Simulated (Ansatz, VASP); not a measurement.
**Tl in VASP and in Ansatz**

```
Tl
1.0
    -1.91477    1.91477    1.91477
     1.91477   -1.91477    1.91477
     1.91477    1.91477   -1.91477
Tl
1
Direct
  0.00000 0.00000 0.00000
```

Change from the starting cell: volume scaled by 0.96, PAW files.

Alike in both runs: task electric field gradients; functional LDA; k mesh 13 × 13 × 13; occupations fermi-dirac, width 0.05 eV; no spin polarisation.

|  | VASP | Ansatz |
| --- | --- | --- |
| version | VASP 6.6.1 | Ansatz 0.2.0 |
| potentials or method | VASP PAW LDA potentials, release 64 (Tl_d) | PAW with Ansatz's default frozen-core files, scalar-relativistic |
| plane-wave cutoff (eV) | 520 | 420 |
| valence electrons in the cell | 13 | 13 |

VASP gave:

* pressure (GPa): -1.1

**Question.** What did Ansatz give for the same quantities?

**Answer.** Pressure (GPa): -1.2.

LDA's correlation is that of Perdew and Zunger in VASP and of Perdew and Wang (1992) in Ansatz.

Neither program's run includes spin-orbit coupling.
